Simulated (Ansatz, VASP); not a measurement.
**PbSe in VASP and in Ansatz**

```xyz
2
Lattice="0.0000 3.0210 3.0210 3.0210 0.0000 3.0210 3.0210 3.0210 0.0000" Properties=species:S:1:pos:R:3 pbc="T T T"
Pb    0.0000    0.0000    0.0000
Se    3.0210    3.0210    3.0210
```

Alike in both runs: functional LDA; k mesh 10 × 10 × 10; occupations gaussian, width 0.01 eV; no spin polarisation.

Ansatz relaxed the structure, and its values are those at the end. VASP's run is a single point on that final structure, the one shown.

|  | VASP | Ansatz |
| --- | --- | --- |
| version | VASP 6.6.1 | Ansatz 0.2.0 |
| potentials or method | VASP PAW LDA potentials, release 64 (Pb_d, Se), cutoff 500 eV | scalar-relativistic, plane waves, PAW |
| valence electrons in the cell | 20 | 30 |

Ansatz gave:

- gap on the k mesh at the Fermi level (eV): 0.05
- least direct gap on the mesh (eV): 0.05
- pressure (GPa): 0.0

Q: Which values does VASP return?

A: gap on the k mesh at the Fermi level (eV): 0.03; least direct gap on the mesh (eV): 0.03; pressure (GPa): 0.1.

LDA's correlation is that of Perdew and Zunger in VASP and of Perdew and Wang (1992) in Ansatz. VASP's potentials hold 20 valence electrons a cell and Ansatz's 30, so a difference there can come from the potentials and not from the codes.

Neither program's run includes spin-orbit coupling.
